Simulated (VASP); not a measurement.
Wanted: the native input for a VASP 6.6.1 run.

* Task: density of states
* Functional: LDA
* Potentials or basis: VASP PAW LDA potentials, release 64 (Mo_sv, S)
* Cutoff: 520 eV
* k mesh: 10 × 10 × 3
* Occupations: fermi-dirac, width 0.05 eV
* Spin: no spin polarisation
* Dipole correction: no
* k mesh for the DOS: 15 × 15 × 5
* Occupations for the DOS: tetrahedron
* Further INCAR settings: ALGO = Normal; EDIFF = 1e-06; NBANDS = 35

The system is MoS2.

```
Mo S
1.0
     3.16900    0.00000    0.00000
    -1.58450    2.74443    0.00000
     0.00000    0.00000   12.32400
Mo S
2 4
Cartesian
  1.5845 0.9148 9.2430
  0.0000 1.8296 3.0810
  1.5845 0.9148 4.6461
  0.0000 1.8296 10.8081
  1.5845 0.9148 1.5159
  0.0000 1.8296 7.6779
```

The input as run:

POSCAR

```
MoS2
1.0
    3.1690000000      0.0000000000      0.0000000000
   -1.5845000000      2.7444345046      0.0000000000
    0.0000000000      0.0000000000     12.3240000000
Mo S
2 4
Direct
    0.6666666667      0.3333333333      0.7500000000
    0.3333333333      0.6666666667      0.2500000000
    0.6666666667      0.3333333333      0.3770000000
    0.3333333333      0.6666666667      0.8770000000
    0.6666666667      0.3333333333      0.1230000000
    0.3333333333      0.6666666667      0.6230000000
```

INCAR.step1

```
SYSTEM = MoS2
  PREC = Accurate
  ENCUT = 520
  EDIFF = 1E-6
  ISMEAR = -1
  SIGMA = 0.05
  LREAL = .FALSE.
  LASPH = .TRUE.
  NELM = 100
  ALGO = Normal
  ISIF = 2
  LWAVE = .FALSE.
  LCHARG = .TRUE.
  LMAXMIX = 4
  NBANDS = 35
```

KPOINTS.step1

```
regular mesh
0
G
  10 10 3
  0 0 0
```

INCAR.step2

```
SYSTEM = MoS2
  PREC = Accurate
  ENCUT = 520
  EDIFF = 1E-6
  ISMEAR = -5
  SIGMA = 0.05
  LREAL = .FALSE.
  LASPH = .TRUE.
  NELM = 100
  ALGO = Normal
  ISIF = 2
  LWAVE = .FALSE.
  LCHARG = .FALSE.
  LMAXMIX = 4
  LORBIT = 10
  NBANDS = 35
  NEDOS = 1001
  ICHARG = 11
```

KPOINTS.step2

```
regular mesh
0
G
  15 15 5
  0 0 0
```

Potentials or basis: VASP PAW LDA potentials, release 64 (Mo_sv, S).

Launch:

```bash
$ cat potpaw_LDA.64/Mo_sv/POTCAR potpaw_LDA.64/S/POTCAR > POTCAR
$ cp INCAR.step1 INCAR
$ cp KPOINTS.step1 KPOINTS
$ mpirun -np 1 vasp_std > vasp.out
$ cp INCAR.step2 INCAR
$ cp KPOINTS.step2 KPOINTS
$ mpirun -np 1 vasp_std > vasp.out
```

It gave:

```json
{"Valence electrons inside the program's atomic spheres": "Mo 12.48; S 3.69"}
```

Wall time 2.5 min on 1 thread of Intel Xeon 6975P-C (shared host), peak memory 0.34 GiB.
